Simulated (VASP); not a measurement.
# FeO (Fm-3m) in VASP: further runs, part 3 of 3

VASP 6.6.1. Earlier steps stand in the parts before.

## (4) Single point, PBE, collinear spin, ferromagnetic start

INCAR

```
  PREC = Accurate
  ENCUT = 600
  EDIFF = 1E-6
  ISMEAR = -1
  SIGMA = 0.05
  LREAL = False
  LASPH = True
  NELM = 200
  ALGO = Normal
  ISIF = 2
  LWAVE = False
  LCHARG = True
  ISPIN = 2
  MAGMOM = 3 0
  LORBIT = 11
  LMAXMIX = 4
  GGA = PE
  LELF = True
  LVHAR = True
  NBANDS = 22
  GGA_COMPAT = False
```

KPOINTS

```
Automatic mesh
0
Gamma
  11 11 11
```

POSCAR

```
FeO
1.0
    0.0000000000      2.1114000555      2.1114000555
    2.1114000555      0.0000000000      2.1114000555
    2.1114000555      2.1114000555      0.0000000000
Fe O
1 1
Direct
    0.0000000000      0.0000000000      0.0000000000
    0.5000000000      0.5000000000      0.5000000000
```

Potentials or basis: VASP PAW PBE potentials, release 64 (Fe_sv, O).

Started as:

```
$ cat potpaw_PBE.64/Fe_sv/POTCAR potpaw_PBE.64/O/POTCAR > POTCAR
$ mpirun -np 1 vasp_std > vasp.out
```

OUTCAR:

```text
PREC = Accurate
   ENCUT = 600
   EDIFF = 1E-6
   ISMEAR = -1
   LREAL = False
   LASPH = True
   NELM = 200
   ISIF = 2
   ISPIN = 2
   LORBIT = 11
   GGA = PE

 ion  position               nearest neighbor table
   1  0.000  0.000  0.000-   2 2.11   2 2.11   2 2.11   2 2.11   2 2.11   2 2.11
   2  0.500  0.500  0.500-   1 2.11   1 2.11   1 2.11   1 2.11   1 2.11   1 2.11

  LATTYP: Found a face centered cubic cell.
 ALAT       =     4.2228001110

  Lattice vectors:

 A1 = (   0.0000000000,   2.1114000555,   2.1114000555)
 A2 = (   2.1114000555,   0.0000000000,   2.1114000555)
 A3 = (   2.1114000555,   2.1114000555,   0.0000000000)

Analysis of symmetry for initial positions (statically):
=====================================================================
 Subroutine PRICEL returns:
 Original cell was already a primitive cell.

 Routine SETGRP: Setting up the symmetry group for a
 face centered cubic supercell.

 Subroutine GETGRP returns: Found 48 space group operations
 (whereof 48 operations were pure point group operations)
 out of a pool of 48 trial point group operations.

The static configuration has the point symmetry O_h .

Analysis of symmetry for dynamics (positions and initial velocities):
=====================================================================
 Subroutine PRICEL returns:
 Original cell was already a primitive cell.

 Routine SETGRP: Setting up the symmetry group for a
 face centered cubic supercell.

 Subroutine GETGRP returns: Found 48 space group operations
 (whereof 48 operations were pure point group operations)
 out of a pool of 48 trial point group operations.

The dynamic configuration has the point symmetry O_h .

Analysis of structural, dynamic, and magnetic symmetry:
=====================================================================
 Subroutine PRICEL returns:
 Original cell was already a primitive cell.

 Routine SETGRP: Setting up the symmetry group for a
 face centered cubic supercell.

 Subroutine GETGRP returns: Found 48 space group operations
 (whereof 48 operations were pure point group operations)
 out of a pool of 48 trial point group operations.

The overall configuration has the point symmetry O_h .

 Subroutine INISYM returns: Found 48 space group operations
 (whereof 48 operations are pure point group operations),
 and found     1 'primitive' translations

----------------------------------------------------------------------------------------

                                     Primitive cell

  volume of cell :      18.8253

  direct lattice vectors                    reciprocal lattice vectors
     0.000000000  2.111400055  2.111400055    -0.236809694  0.236809694  0.236809694
     2.111400055  0.000000000  2.111400055     0.236809694 -0.236809694  0.236809694
     2.111400055  2.111400055  0.000000000     0.236809694  0.236809694 -0.236809694

  length of vectors
     2.985970594  2.985970594  2.985970594     0.410166421  0.410166421  0.410166421

  position of ions in fractional coordinates (direct lattice)
     0.000000000  0.000000000  0.000000000
     0.500000000  0.500000000  0.500000000

  ion indices of the primitive-cell ions
   primitive index   ion index
[... 64 lines left out ...]
 SYSTEM =  unknown system
   PREC   = accura    normal or accurate (medium, high low for compatibility)
   ISTART =      0    job   : 0-new  1-cont  2-samecut
   ICHARG =      2    charge: 1-file 2-atom 10-const
   ISPIN  =      2    spin polarized calculation?
   LNONCOLLINEAR =      F non collinear calculations
   LSORBIT =      F    spin-orbit coupling
   LASPH  =      T    aspherical Exc in radial PAW
   ENCUT  =  600.0 eV  44.10 Ry    6.64 a.u.   5.96  5.96  5.96*2*pi/ulx,y,z
   NELM   =    200;   NELMIN=  2; NELMDL= -5     # of ELM steps
   EDIFF  = 0.1E-05   stopping-criterion for ELM
   LREAL  =      F    real-space projection
   EDIFFG = 0.1E-04   stopping-criterion for IOM
   NSW    =      0    number of steps for IOM
   IBRION =     -1    ionic relax: 0-MD 1-quasi-New 2-CG
   NFREE  =      0    steps in history (QN), initial steepest desc. (CG)
   ISIF   =      2    stress and relaxation
   ISYM   =      2    0-nonsym 1-usesym 2-fastsym
   POTIM  = 0.5000    time-step for ionic-motion
   TEBEG  =    0.0;   TEEND  =   0.0 temperature during run
   PSTRESS=    0.0 pullay stress
   NELECT =      22.0000    total number of electrons
   NUPDOWN=      -1.0000    fix difference up-down
   EMIN   =  10.00;   EMAX   =-10.00  energy-range for DOS
   EFERMI =   0.00;   METHOD = LEGACY
   ISMEAR =    -1;   SIGMA  =   0.05  broadening in eV -4-tet -1-fermi 0-gaus
   EFERMI_NEDOS =   21; number of points for ismear=-14 and -15
   IALGO  =     38    algorithm
   IMIX   =      4    mixing-type and parameters
     AMIX     =   0.40;   BMIX     =  1.00
     AMIX_MAG =   1.60;   BMIX_MAG =  1.00
  volume/ion in A,a.u.               =       9.41        63.52
  Fermi-wavevector in a.u.,A,eV,Ry     =   1.724389  3.258622 40.457152  2.973517
  Thomas-Fermi vector in A             =   2.800087
   LORBIT       =     11    0 simple, 1 ext, 2 COOP (PROOUT), +10 PAW based schemes
   GGA     = PE    functional components
   LHFCALC =     F    Hartree Fock is set to
   AEXX    =    0.0000 exact exchange contribution
   IVDW    =     0    specifies the selected vdW correction
   LEPSILON=     F    determine dielectric tensor
   LRPA    =     F    only Hartree local field effects (RPA)
 spin polarized calculation
  energy-cutoff  :      600.00
  volume of cell :       18.83
 maximum number of plane-waves:       639
   NGX = 11   NGY = 11   NGZ = 11

 number of electron      22.0000002 magnetization       3.9981499

 Free energy of the ion-electron system (eV)
  ---------------------------------------------------
  ext. energy  EPLUGINS =         0.00000000
  ---------------------------------------------------
  free energy    TOTEN  =       -14.99677315 eV

  energy without entropy =      -14.98594712  energy(sigma->0) =      -14.99136014

 E-fermi :  10.7165     XC(G=0): -12.8937

 val. band max:       10.7155847772   @ k =  -0.3636   0.2727   0.0909
 cond. band min:      10.7347630647   @ k =  -0.1818   0.0909   0.0000
 fundamental gap:      0.0191782874
 Fermi energy:        10.7165132593

 spin component 1

 k-point     1 :       0.0000    0.0000    0.0000
  band No.  band energies     occupation
      1     -79.1718      1.00000
      2     -45.1936      1.00000
      3     -45.1936      1.00000
      4     -45.1936      1.00000
      5     -10.5845      1.00000
      6       6.6243      1.00000
[... 589 lines left out ...]
     21      38.0528      0.00000
     22      39.7491      0.00000

 [... further k-points ...]

 spin component 2

 k-point     1 :       0.0000    0.0000    0.0000
  band No.  band energies     occupation
      1     -75.0125      1.00000
      2     -41.1282      1.00000
      3     -41.1282      1.00000
      4     -41.1282      1.00000
      5     -10.0365      1.00000
      6       7.2014      1.00000
[... 589 lines left out ...]
     21      38.8496      0.00000
     22      40.5729      0.00000

 [... further k-points ...]

------------------------ aborting loop because EDIFF is reached ----------------------------------------

  FORCE on cell =-STRESS in cart. coord.  units (eV):
  Direction    XX          YY          ZZ          XY          YZ          ZX
  --------------------------------------------------------------------------------------
  -------------------------------------------------------------------------------------
  Total        1.2176857      1.2176857      1.2176857      0.0000000      0.0000000     -0.0000000
  in kB      103.6344676    103.6344676    103.6344676      0.0000000      0.0000000     -0.0000000
  external PRESSURE =     103.6344676 kB  Pullay stress =       0.0000000 kB

 VOLUME and BASIS-vectors are now :
 -----------------------------------------------------------------------------
  energy-cutoff  :      600.00
  volume of cell :       18.83
      direct lattice vectors                 reciprocal lattice vectors
     0.000000000  2.111400055  2.111400055    -0.236809694  0.236809694  0.236809694
     2.111400055  0.000000000  2.111400055     0.236809694 -0.236809694  0.236809694
     2.111400055  2.111400055  0.000000000     0.236809694  0.236809694 -0.236809694

 POSITION                                       TOTAL-FORCE (eV/Angst)
 -----------------------------------------------------------------------------------
      0.00000      0.00000      0.00000         0.000000      0.000000      0.000000
      2.11140      2.11140      2.11140        -0.000000     -0.000000      0.000000
 -----------------------------------------------------------------------------------
    total drift:                                0.000000     -0.000000     -0.000000

  FREE ENERGIE OF THE ION-ELECTRON SYSTEM (eV)
  ---------------------------------------------------
  free  energy   TOTEN  =       -14.9967731506 eV

  energy  without entropy=      -14.9859471210  energy(sigma->0) =      -14.99136014

 total charge

# of ion       s       p       d       tot
------------------------------------------
    1        2.108   6.004   5.528  13.640
    2        1.553   3.475   0.000   5.028
--------------------------------------------------
tot          3.661   9.479   5.528  18.668

 magnetization (x)

# of ion       s       p       d       tot
------------------------------------------
    1        0.016   0.011   3.444   3.470
    2        0.033   0.277   0.000   0.309
--------------------------------------------------
tot          0.048   0.288   3.444   3.779
```

OSZICAR:

```text
N       E                     dE             d eps       ncg     rms          rms(c)
DAV:   1     0.303788108377E+03    0.30379E+03   -0.13104E+04  5134   0.146E+03
DAV:   2    -0.939106060331E+00   -0.30473E+03   -0.28768E+03  5090   0.473E+02
DAV:   3    -0.172303809957E+02   -0.16291E+02   -0.16091E+02  5990   0.125E+02
DAV:   4    -0.174844919383E+02   -0.25411E+00   -0.25405E+00  5512   0.169E+01
DAV:   5    -0.174905941168E+02   -0.61022E-02   -0.61020E-02  5930   0.273E+00    0.176E+01
DAV:   6    -0.154257126052E+02    0.20649E+01   -0.14437E+01  7900   0.553E+01    0.248E+01
DAV:   7    -0.150205511604E+02    0.40516E+00   -0.21338E+00  7070   0.294E+01    0.115E+01
DAV:   8    -0.150102828239E+02    0.10268E-01   -0.93364E-02  5820   0.292E+00    0.639E+00
DAV:   9    -0.149963058089E+02    0.13977E-01   -0.30667E-02  7464   0.251E+00    0.904E-01
DAV:  10    -0.149965022159E+02   -0.19641E-03   -0.65717E-03  6350   0.120E+00    0.166E-01
DAV:  11    -0.149967334106E+02   -0.23119E-03   -0.68055E-04  6408   0.222E-01    0.704E-02
DAV:  12    -0.149967630337E+02   -0.29623E-04   -0.40625E-05  5952   0.646E-02    0.329E-02
DAV:  13    -0.149967731158E+02   -0.10082E-04   -0.21035E-05  5588   0.447E-02    0.107E-02
DAV:  14    -0.149967731506E+02   -0.34795E-07   -0.89838E-07  4644   0.107E-02
   1 F= -.14996773E+02 E0= -.14991360E+02  d E =-.108260E-01  mag=     3.9979
```

It took 18 s on 1 thread of Intel Xeon 6975P-C (Granite Rapids), shared host; peak memory 0.17 GiB.

What came out:

| Item | Value |
| --- | --- |
| Free energy | -14.9968 eV |
| Pressure | 10.4 GPa |
| Band gap on the k mesh | zero (filled and empty bands overlap) |
| Net moment | 4.00 μB per cell |
| Site moments | Fe +3.47; O +0.31 μB |
| Valence electrons inside the program's atomic spheres | Fe 13.64; O 5.03 |

Caveat: a cell with one magnetic atom can't hold antiferromagnetic order, which such compounds often take; semilocal functionals often make such compounds metallic where correlation or magnetic order opens a gap, which also shifts bond lengths.

## (5) Single point, PBE, collinear spin, ferromagnetic start

This run uses another cell than the first one, of 10.61 Å³/atom, 1.128 times its volume.

INCAR

```
SYSTEM = FeO
  PREC = Accurate
  ENCUT = 600
  EDIFF = 1E-6
  ISMEAR = -1
  SIGMA = 0.05
  LREAL = .FALSE.
  LASPH = .TRUE.
  NELM = 200
  ALGO = Normal
  ISIF = 2
  LWAVE = .FALSE.
  LCHARG = .TRUE.
  ISPIN = 2
  MAGMOM = 3 0
  LORBIT = 11
  LMAXMIX = 4
  GGA = PE
  LELF = .TRUE.
  LVHAR = .TRUE.
  NBANDS = 22
  GGA_COMPAT = .FALSE.
```

KPOINTS

```
Automatic mesh
0
G
  11 11 11
  0 0 0
```

POSCAR

```
FeO
1.0
    0.0000000000      2.1976736406      2.1976736406
    2.1976736406      0.0000000000      2.1976736406
    2.1976736406      2.1976736406      0.0000000000
Fe O
1 1
Direct
    0.0000000000      0.0000000000      0.0000000000
    0.5000000000      0.5000000000      0.5000000000
```

Potentials or basis: VASP PAW PBE potentials, release 64 (Fe_sv, O).

Started as:

```
$ cat potpaw_PBE.64/Fe_sv/POTCAR potpaw_PBE.64/O/POTCAR > POTCAR
$ mpirun -np 1 vasp_std > vasp.out
```

OUTCAR:

```text
SYSTEM = FeO
   PREC = Accurate
   ENCUT = 600
   EDIFF = 1E-6
   ISMEAR = -1
   LREAL = .FALSE.
   LASPH = .TRUE.
   NELM = 200
   ISIF = 2
   ISPIN = 2
   LORBIT = 11
   GGA = PE

 ion  position               nearest neighbor table
   1  0.000  0.000  0.000-   2 2.20   2 2.20   2 2.20   2 2.20   2 2.20   2 2.20
   2  0.500  0.500  0.500-   1 2.20   1 2.20   1 2.20   1 2.20   1 2.20   1 2.20

  LATTYP: Found a face centered cubic cell.
 ALAT       =     4.3953472812

  Lattice vectors:

 A1 = (   0.0000000000,   2.1976736406,   2.1976736406)
 A2 = (   2.1976736406,   0.0000000000,   2.1976736406)
 A3 = (   2.1976736406,   2.1976736406,   0.0000000000)

Analysis of symmetry for initial positions (statically):
=====================================================================
 Subroutine PRICEL returns:
 Original cell was already a primitive cell.

 Routine SETGRP: Setting up the symmetry group for a
 face centered cubic supercell.

 Subroutine GETGRP returns: Found 48 space group operations
 (whereof 48 operations were pure point group operations)
 out of a pool of 48 trial point group operations.

The static configuration has the point symmetry O_h .

Analysis of symmetry for dynamics (positions and initial velocities):
=====================================================================
 Subroutine PRICEL returns:
 Original cell was already a primitive cell.

 Routine SETGRP: Setting up the symmetry group for a
 face centered cubic supercell.

 Subroutine GETGRP returns: Found 48 space group operations
 (whereof 48 operations were pure point group operations)
 out of a pool of 48 trial point group operations.

The dynamic configuration has the point symmetry O_h .

Analysis of structural, dynamic, and magnetic symmetry:
=====================================================================
 Subroutine PRICEL returns:
 Original cell was already a primitive cell.

[... 149 lines left out ...]
  ext. energy  EPLUGINS =         0.00000000
  ---------------------------------------------------
  free energy    TOTEN  =       -14.99880922 eV

  energy without entropy =      -14.98604245  energy(sigma->0) =      -14.99242584

 E-fermi :   9.0046     XC(G=0): -12.1909

 val. band max:        9.0019491409   @ k =  -0.2727   0.1818   0.0000
 cond. band min:       9.0073377924   @ k =  -0.3636   0.2727   0.0909
 fundamental gap:      0.0053886514
 Fermi energy:         9.0046046189

 spin component 1

 k-point     1 :       0.0000    0.0000    0.0000
  band No.  band energies     occupation
      1     -80.9367      1.00000
      2     -46.9607      1.00000
      3     -46.9607      1.00000
      4     -46.9607      1.00000
      5     -11.3231      1.00000
      6       5.1865      1.00000
[... 589 lines left out ...]
     21      34.3368      0.00000
     22      36.1110      0.00000

 [... further k-points ...]

 spin component 2

 k-point     1 :       0.0000    0.0000    0.0000
  band No.  band energies     occupation
      1     -76.7734      1.00000
      2     -42.8899      1.00000
      3     -42.8899      1.00000
      4     -42.8899      1.00000
      5     -10.8198      1.00000
      6       5.8519      1.00000
[... 589 lines left out ...]
     21      35.0869      0.00000
     22      36.8441      0.00000

 [... further k-points ...]

------------------------ aborting loop because EDIFF is reached ----------------------------------------

  FORCE on cell =-STRESS in cart. coord.  units (eV):
  Direction    XX          YY          ZZ          XY          YZ          ZX
  --------------------------------------------------------------------------------------
  -------------------------------------------------------------------------------------
  Total       -1.5553945     -1.5553945     -1.5553945      0.0000000     -0.0000000      0.0000000
  in kB     -117.3901194   -117.3901194   -117.3901194      0.0000000     -0.0000000      0.0000000
  external PRESSURE =    -117.3901194 kB  Pullay stress =       0.0000000 kB

 VOLUME and BASIS-vectors are now :
 -----------------------------------------------------------------------------
  energy-cutoff  :      600.00
  volume of cell :       21.23
      direct lattice vectors                 reciprocal lattice vectors
     0.000000000  2.197673641  2.197673641    -0.227513308  0.227513308  0.227513308
     2.197673641  0.000000000  2.197673641     0.227513308 -0.227513308  0.227513308
     2.197673641  2.197673641  0.000000000     0.227513308  0.227513308 -0.227513308

 POSITION                                       TOTAL-FORCE (eV/Angst)
 -----------------------------------------------------------------------------------
      0.00000      0.00000      0.00000         0.000000      0.000000     -0.000000
      2.19767      2.19767      2.19767         0.000000     -0.000000      0.000000
 -----------------------------------------------------------------------------------
    total drift:                                0.000000      0.000000      0.000000

  FREE ENERGIE OF THE ION-ELECTRON SYSTEM (eV)
  ---------------------------------------------------
  free  energy   TOTEN  =       -14.9988092240 eV

  energy  without entropy=      -14.9860424500  energy(sigma->0) =      -14.99242584

 total charge

# of ion       s       p       d       tot
------------------------------------------
    1        2.098   5.990   5.502  13.590
    2        1.553   3.411   0.000   4.963
--------------------------------------------------
tot          3.651   9.401   5.502  18.553

 magnetization (x)

# of ion       s       p       d       tot
------------------------------------------
    1        0.015   0.010   3.454   3.479
    2        0.028   0.256   0.000   0.284
--------------------------------------------------
tot          0.043   0.266   3.454   3.764
```

Run time: 52 s. Hardware: 1 thread of Intel Xeon Platinum 8488C (Sapphire Rapids), shared host; peak memory 0.19 GiB.

What came out:

| Property | Result |
| --- | --- |
| Free energy | -14.9988 eV |
| Pressure | -11.7 GPa |
| Band gap on the k mesh | zero (filled and empty bands overlap) |
| Net moment | 4.00 μB per cell |
| Site moments | Fe +3.48; O +0.28 μB |
| Valence electrons inside the program's atomic spheres | Fe 13.59; O 4.96 |

Levels at points of the mesh, in eV from the Fermi level:
Spin up:
```
           k point  band 11  band 12  band 13  band 14  band 15  band 16
(0.00, 0.00, 0.00)    -3.67    -3.67    -3.67    -0.30    15.04    16.47
```
Spin down:
| k point | band 5 | band 6 | band 7 | band 8 | band 9 | band 10 | band 11 | band 12 | band 13 | band 14 |
| --- | --- | --- | --- | --- | --- | --- | --- | --- | --- | --- |
| (0.00, 0.00, 0.00) | -19.82 | -3.15 | -3.15 | -3.15 | -0.66 | -0.66 | -0.66 | 0.24 | 0.24 | 0.49 |

Caveat: a cell with one magnetic atom can't hold antiferromagnetic order, which such compounds often take; semilocal functionals often make such compounds metallic where correlation or magnetic order opens a gap, which also shifts bond lengths. With open d or f shells a metallic result of PBE can be an artefact of self-interaction; +U or a hybrid may open a gap.

## (6) Overview

```tsv
cell	gap on the mesh (eV)	pressure (GPa)	moment (μB)
a = 2.986 Å, angles 60.0°, 2 atoms	none	10.4	4.00
a = 3.068 Å, angles 60.0°, 2 atoms	none	-6.0	4.00
a = 3.108 Å, angles 60.0°, 2 atoms	none	-11.7	4.00
```

Alike in all rows: task single point; level PBE; potentials or basis VASP PAW PBE potentials, release 64 (Fe_sv, O); spin collinear, ferromagnetic start; k mesh 11 × 11 × 11; cutoff (eV) 600; smearing fermi-dirac 0.05 eV.

Caveats: a cell with one magnetic atom can't hold antiferromagnetic order, which such compounds often take; semilocal functionals often make such compounds metallic where correlation or magnetic order opens a gap, which also shifts bond lengths.

Absolute energies hang on the potentials; compare differences alone.
